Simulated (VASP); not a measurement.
# MgO (Cmc2_1) in VASP: single point with PBEsol

Aim: the single point of MgO with PBEsol.

Everything below comes from runs of VASP 6.6.1. Logs are shortened: lines on timing, memory, paths and dates and some standing lists are left out, and cuts for length are marked.

**1. The cell of the first run**

It takes space group Cmc2_1 (No. 36, orthorhombic). Conventional cell: a = 3.495 Å, b = 6.053 Å, c = 4.195 Å, α = 90.00°, β = 90.00°, γ = 90.00°. Mg (site symmetry m) has 5 O at 1.94 to 2.21 Å within 2.6 Å. O (site symmetry m) has 5 Mg at 1.94 to 2.21 Å within 2.6 Å.

**2. Single point, PBEsol (atoms displaced along a vibrational mode)**

Contents of INCAR:

```
ALGO = Normal ; EDIFF = 1E-7
ENCUT = 520 ; GGA = PS
ISIF = 2 ; ISMEAR = 0
LASPH = True ; LCHARG = True
LELF = True ; LREAL = False
LVHAR = True ; LWAVE = False
NBANDS = 26 ; NELM = 80
PREC = Accurate ; SIGMA = 0.05
```

Contents of KPOINTS:

```
k-points
0
Gamma
  8 8 8
```

Contents of POSCAR:

```
MgO
1.0
    3.4947663887      0.0000000000      0.0000000000
    1.7473831944     -3.0265564729     -4.1947132255
    1.7473831943      3.0265564729     -4.1947132255
Mg O
4 4
Direct
    0.8802570214      0.4432285363      0.7962574209
    0.3802570214      0.9432285363      0.2962574209
    0.1302570214      0.5462574209      0.1932285363
    0.6302570214      0.0462574209      0.6932285363
    0.6170137568      0.6959994534      0.0699730330
    0.1170137568      0.1959994534      0.5699730330
    0.3670137568      0.3199730330      0.9459994534
    0.8670137568      0.8199730330      0.4459994534
```

Potentials or basis: VASP PAW PBE potentials, release 64 (Mg, O).

Launch:

```
$ cat potpaw_PBE.64/Mg/POTCAR potpaw_PBE.64/O/POTCAR > POTCAR
$ mpirun -np 1 vasp_std > vasp.out
```

OUTCAR:

```text
EDIFF = 1E-7
   ENCUT = 520
   GGA = PS
   ISIF = 2
   ISMEAR = 0
   LASPH = True
   LREAL = False
   NELM = 80
   PREC = Accurate

 ion  position               nearest neighbor table
   1  0.880  0.443  0.796-   7 1.94   7 1.94   6 1.99   8 2.20   5 2.21   3 2.87   4 2.87   3 2.87
                             4 2.87   4 2.99   3 2.99   2 3.49   2 3.49   2 3.49   2 3.49
   2  0.380  0.943  0.296-   8 1.94   8 1.94   5 1.99   7 2.20   6 2.21   4 2.87   3 2.87   4 2.87
                             3 2.87   3 2.99   4 2.99   1 3.49   1 3.49   1 3.49   1 3.49
   3  0.130  0.546  0.193-   5 1.94   5 1.94   7 1.99   6 2.20   8 2.21   2 2.87   1 2.87   1 2.87
                             2 2.87   1 2.99   2 2.99   4 3.49   4 3.49   4 3.49   4 3.49
   4  0.630  0.046  0.693-   6 1.94   6 1.94   8 1.99   5 2.20   7 2.21   1 2.87   2 2.87   2 2.87
                             1 2.87   2 2.99   1 2.99   3 3.49   3 3.49   3 3.49   3 3.49
   5  0.617  0.696  0.070-   3 1.94   3 1.94   2 1.99   4 2.20   1 2.21
   6  0.117  0.196  0.570-   4 1.94   4 1.94   1 1.99   3 2.20   2 2.21
   7  0.367  0.320  0.946-   1 1.94   1 1.94   3 1.99   2 2.20   4 2.21
   8  0.867  0.820  0.446-   2 1.94   2 1.94   4 1.99   1 2.20   3 2.21

  LATTYP: Found a body centered orthorhombic cell.
 ALAT       =     3.4947663887
 B/A-ratio  =     1.7320508076
 C/A-ratio  =     2.4005685983

  Lattice vectors:

 A1 = (  -1.7473831944,   3.0265564729,   4.1947132255)
 A2 = (   1.7473831944,  -3.0265564729,   4.1947132255)
 A3 = (   1.7473831943,   3.0265564729,  -4.1947132255)

Analysis of symmetry for initial positions (statically):
=====================================================================
 Subroutine PRICEL returns following result:

  LATTYP: Found a hexagonal cell.
 ALAT       =     3.4947663887
 C/A-ratio  =     1.2002842991

  Lattice vectors:

 A1 = (   1.7473831943,   3.0265564729,   0.0000000000)
 A2 = (   1.7473831944,  -3.0265564729,   0.0000000000)
 A3 = (   0.0000000000,   0.0000000000,  -4.1947132255)

   2 primitive cells build up your supercell.

 Routine SETGRP: Setting up the symmetry group for a
 body centered orthorhombic supercell.

 Subroutine GETGRP returns: Found  4 space group operations
 (whereof  2 operations were pure point group operations)
 out of a pool of  8 trial point group operations.

The static configuration has the point symmetry C_1h.
 The point group associated with its full space group is C_2v.

Analysis of symmetry for dynamics (positions and initial velocities):
=====================================================================
 Subroutine PRICEL returns following result:

  LATTYP: Found a hexagonal cell.
 ALAT       =     3.4947663887
 C/A-ratio  =     1.2002842991

  Lattice vectors:

 A1 = (   1.7473831943,   3.0265564729,   0.0000000000)
 A2 = (   1.7473831944,  -3.0265564729,   0.0000000000)
 A3 = (   0.0000000000,   0.0000000000,  -4.1947132255)

   2 primitive cells build up your supercell.

 Routine SETGRP: Setting up the symmetry group for a
 body centered orthorhombic supercell.

 Subroutine GETGRP returns: Found  4 space group operations
 (whereof  2 operations were pure point group operations)
 out of a pool of  8 trial point group operations.

The dynamic configuration has the point symmetry C_1h.
 The point group associated with its full space group is C_2v.

 Subroutine INISYM returns: Found  4 space group operations
 (whereof  2 operations are pure point group operations),
 and found     2 'primitive' translations

----------------------------------------------------------------------------------------

                                     Primitive cell

  volume of cell :      44.3679

  direct lattice vectors                    reciprocal lattice vectors
     1.747383194  3.026556473  0.000000000     0.286142159  0.165204253  0.000000000
     1.747383194 -3.026556473  0.000000000     0.286142159 -0.165204253  0.000000000
     0.000000000  0.000000000 -4.194713226     0.000000000  0.000000000 -0.238395320

  length of vectors
     3.494766389  3.494766389  4.194713226     0.330408505  0.330408505  0.238395320

  position of ions in fractional coordinates (direct lattice)
     0.676514442  0.323485558  0.239485957
     0.323485558  0.676514442  0.739485957
     0.686986790  0.313013210  0.765972486
     0.313013210  0.686986790  0.265972486

  ion indices of the primitive-cell ions
   primitive index   ion index
                 1           1
                 2           3
                 3           6
                 4           8

----------------------------------------------------------------------------------------

 KPOINTS: k-points

Automatic generation of k-mesh.
 Grid dimensions read from file:
 generate k-points for:    8    8    8

 Generating k-lattice:

  Cartesian coordinates                     Fractional coordinates (reciprocal lattice)
     0.035767770  0.000000000  0.014899707     0.125000000 -0.000000000  0.000000000
     0.000000000 -0.020650532 -0.014899707     0.000000000  0.125000000 -0.000000000
     0.000000000  0.020650532 -0.014899707     0.000000000 -0.000000000  0.125000000

  Length of vectors
     0.038747060  0.025464598  0.025464598

  Shift w.r.t. Gamma in fractional coordinates (k-lattice)
     0.000000000  0.000000000  0.000000000

 Subroutine IBZKPT returns following result:
 ===========================================

 Found     95 irreducible k-points:

 Following reciprocal coordinates:
            Coordinates               Weight
  0.000000  0.000000  0.000000      1.000000
  0.125000  0.000000  0.000000      4.000000
  0.250000  0.000000  0.000000      4.000000
  0.375000 -0.000000  0.000000      4.000000
  0.500000  0.000000  0.000000      2.000000
  0.000000  0.125000 -0.000000      4.000000
[... 16 lines left out ...]
  0.125000  0.375000  0.000000      8.000000
  0.250000  0.375000  0.000000      8.000000
 [... further k-points ...]
   k-points           NKPTS =     95   k-points in BZ     NKDIM =     95   number of bands    NBANDS=     26
   number of dos      NEDOS =    301   number of ions     NIONS =      8
   total plane-waves  NPLWV =  49392
   dimension x,y,z NGX =    28 NGY =   42 NGZ =   42
   dimension x,y,z NGXF=    56 NGYF=   84 NGZF=   84
   ions per type =               4   4
   NGX,Y,Z   is equivalent  to a cutoff of  13.32, 12.79, 12.79 a.u.
   NGXF,Y,Z  is equivalent  to a cutoff of  26.64, 25.58, 25.58 a.u.
 SYSTEM =  unknown system
   PREC   = accura    normal or accurate (medium, high low for compatibility)
   ISTART =      0    job   : 0-new  1-cont  2-samecut
   ICHARG =      2    charge: 1-file 2-atom 10-const
   ISPIN  =      1    spin polarized calculation?
   LNONCOLLINEAR =      F non collinear calculations
   LSORBIT =      F    spin-orbit coupling
   LASPH  =      T    aspherical Exc in radial PAW
   ENCUT  =  520.0 eV  38.22 Ry    6.18 a.u.   6.50 10.15 10.15*2*pi/ulx,y,z
   NELM   =     80;   NELMIN=  2; NELMDL= -5     # of ELM steps
   EDIFF  = 0.1E-06   stopping-criterion for ELM
   LREAL  =      F    real-space projection
   EDIFFG = 0.1E-05   stopping-criterion for IOM
   NSW    =      0    number of steps for IOM
   IBRION =     -1    ionic relax: 0-MD 1-quasi-New 2-CG
   NFREE  =      0    steps in history (QN), initial steepest desc. (CG)
   ISIF   =      2    stress and relaxation
   ISYM   =      2    0-nonsym 1-usesym 2-fastsym
   POTIM  = 0.5000    time-step for ionic-motion
   TEBEG  =    0.0;   TEEND  =   0.0 temperature during run
   PSTRESS=    0.0 pullay stress
   NELECT =      32.0000    total number of electrons
   NUPDOWN=      -1.0000    fix difference up-down
   EMIN   =  10.00;   EMAX   =-10.00  energy-range for DOS
   EFERMI =   0.00;   METHOD = LEGACY
   ISMEAR =     0;   SIGMA  =   0.05  broadening in eV -4-tet -1-fermi 0-gaus
   EFERMI_NEDOS =   21; number of points for ismear=-14 and -15
   IALGO  =     38    algorithm
   IMIX   =      4    mixing-type and parameters
     AMIX     =   0.40;   BMIX     =  1.00
     AMIX_MAG =   1.60;   BMIX_MAG =  1.00
  volume/ion in A,a.u.               =      11.09        74.85
  Fermi-wavevector in a.u.,A,eV,Ry     =   1.165266  2.202034 18.474602  1.357845
  Thomas-Fermi vector in A             =   2.301794
   LORBIT       =      0    0 simple, 1 ext, 2 COOP (PROOUT), +10 PAW based schemes
   GGA     = PS    functional components
   LHFCALC =     F    Hartree Fock is set to
   AEXX    =    0.0000 exact exchange contribution
   IVDW    =     0    specifies the selected vdW correction
   LEPSILON=     F    determine dielectric tensor
   LRPA    =     F    only Hartree local field effects (RPA)
 non-spin polarized calculation
 Gauss-broadening in eV      SIGMA  =   0.05
  energy-cutoff  :      520.00
  volume of cell :       88.74
 maximum number of plane-waves:      2418
 NGX is ok and might be reduce to    28
   NGX = 13   NGY = 21   NGZ = 21

 number of electron      31.9999999 magnetization

 Free energy of the ion-electron system (eV)
  ---------------------------------------------------
  ext. energy  EPLUGINS =         0.00000000
  ---------------------------------------------------
  free energy    TOTEN  =       -48.90959136 eV

  energy without entropy =      -48.90959136  energy(sigma->0) =      -48.90959136

 E-fermi :   2.0536     XC(G=0): -10.2608

 val. band max:        1.8306965012   @ k =   0.0000   0.0000   0.0000
 cond. band min:       5.0320353338   @ k =   0.0000   0.0000   0.0000
 fundamental gap:      3.2013388326
 Fermi energy:         2.0536494093

 k-point     1 :       0.0000    0.0000    0.0000
  band No.  band energies     occupation
      1     -15.0330      2.00000
      2     -14.0581      2.00000
      3     -14.0581      2.00000
      4     -13.6181      2.00000
      5      -1.8503      2.00000
      6      -1.8188      2.00000
[... 18 lines left out ...]
     25      14.9173      0.00000
     26      15.7410      0.00000
[... 644 lines left out ...]
      4     -13.7177      2.00000
      5      -1.8142      2.00000
      6      -1.6769      2.00000
[... 18 lines left out ...]
     25      14.5564      0.00000
     26      14.5711      0.00000

 [... further k-points ...]

------------------------ aborting loop because EDIFF is reached ----------------------------------------

  FORCE on cell =-STRESS in cart. coord.  units (eV):
  Direction    XX          YY          ZZ          XY          YZ          ZX
  --------------------------------------------------------------------------------------
  -------------------------------------------------------------------------------------
  Total        7.0979075     -3.7497570      2.1127253      0.0000000      0.0000000      0.0000000
  in kB      128.1568172    -67.7040280     38.1464743      0.0000000      0.0000000      0.0000000
  external PRESSURE =      32.8664211 kB  Pullay stress =       0.0000000 kB

 VOLUME and BASIS-vectors are now :
 -----------------------------------------------------------------------------
  energy-cutoff  :      520.00
  volume of cell :       88.74
      direct lattice vectors                 reciprocal lattice vectors
     3.494766389  0.000000000  0.000000000     0.286142159  0.000000000  0.119197660
     1.747383194 -3.026556473 -4.194713226     0.000000000 -0.165204253 -0.119197660
     1.747383194  3.026556473 -4.194713226     0.000000000  0.165204253 -0.119197660

 POSITION                                       TOTAL-FORCE (eV/Angst)
 -----------------------------------------------------------------------------------
      5.24215      1.06846     -5.19929         0.000000     -0.919310     -0.563337
      3.49477     -1.95809     -5.19929         0.000000     -0.919310     -0.563337
      1.74738     -1.06846     -3.10193        -0.000000      0.919310     -0.563337
      3.49477      1.95809     -3.10193        -0.000000      0.919310     -0.563337
      3.49477     -1.89470     -3.21303         0.000000     -1.304354      0.563337
      1.74738      1.13185     -3.21303         0.000000     -1.304354      0.563337
      3.49477      1.89470     -5.31039        -0.000000      1.304354      0.563337
      5.24215     -1.13185     -5.31039        -0.000000      1.304354      0.563337
 -----------------------------------------------------------------------------------
    total drift:                               -0.000005      0.000000     -0.000536

  FREE ENERGIE OF THE ION-ELECTRON SYSTEM (eV)
  ---------------------------------------------------
  free  energy   TOTEN  =       -48.9095913601 eV

  energy  without entropy=      -48.9095913601  energy(sigma->0) =      -48.90959136
```

Wall time 7.2 min (1 thread of AMD EPYC 7R13, shared host); peak memory 0.3 GiB.

Results:

```
Free energy            : -48.9096 eV
Pressure               : 3.3 GPa
Largest force          : 1.421 eV/Å
Band gap on the k mesh : 3.20 eV
```

Forces on the atoms (eV/Å):
```
Mg   0.000 -0.919 -0.563
Mg   0.000 -0.919 -0.563
Mg   0.000  0.919 -0.563
Mg   0.000  0.919 -0.563
O    0.000 -1.304  0.563
O    0.000 -1.304  0.563
O    0.000  1.304  0.563
O    0.000  1.304  0.563
```

Stress tensor (GPa, compression positive):
```
12.82  0.00  0.00
 0.00 -6.77  0.00
 0.00  0.00  3.81
```

Caveat: the cell differs from its parent crystal (atoms displaced along a vibrational mode); the cell stands under pressure; the PAW data sets were made with another functional, which shifts forces and pressure a little. A k mesh can miss the band edges.
